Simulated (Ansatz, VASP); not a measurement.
Two plane-wave programs on Al

The input INCAR:

```
SYSTEM = Al
PREC = Accurate
ENCUT = 500
EDIFF = 1E-6
ISMEAR = 0
SIGMA = 0.1
LREAL = .False.
LASPH = .True.
NELM = 120
ALGO = Normal
ISIF = 2
LWAVE = .False.
LCHARG = .False.
GGA = PE
NBANDS = 8
GGA_COMPAT = .False.
```

The input KPOINTS:

```
Automatic mesh
0
Gamma
  18 18 18
  0 0 0
```

The input POSCAR:

```
Al
1.0
    0.0000000000      2.0407369323      2.0407369323
    2.0407369323      0.0000000000      2.0407369323
    2.0407369323      2.0407369323      0.0000000000
Al
1
Direct
    0.0000000000      0.0000000000      0.0000000000
```

Input for Ansatz:

```yaml
crystal:
  lattice:
    - [0.0, 2.0407369323, 2.0407369323]
    - [2.0407369323, 0.0, 2.0407369323]
    - [2.0407369323, 2.0407369323, 0.0]
  atoms:
    - { symbol: Al, position: [0.0, 0.0, 0.0] }
basis:
  ecutwfc: 420
kpoints:
  mp_grid: { grid: [18, 18, 18] }
hamiltonian:
  xc: pbe
  pseudopotentials: { kind: paw }
scf:
  occupations: { method: gaussian, width: 0.1 }
output:
  forces: true
  stress: true
  eigenvalues: true
```

Alike in both runs: task single point; functional PBE; k mesh 18 × 18 × 18; occupations gaussian, width 0.1 eV; no spin polarisation.

|  | VASP | Ansatz |
| --- | --- | --- |
| version | VASP 6.6.1 | Ansatz 0.2.0 |
| potentials or method | VASP PAW PBE potentials, release 64 (Al), cutoff 500 eV | scalar-relativistic, plane waves, PAW |
| valence electrons in the cell | 3 | 3 |

```tsv
	VASP	Ansatz	Ansatz less VASP
gap on the k mesh at the Fermi level (eV)	none	none	-
pressure (GPa)	-2.2	-2.1	+0.04
```

A gap of «none» marks a metal or a gap that the smearing closes.
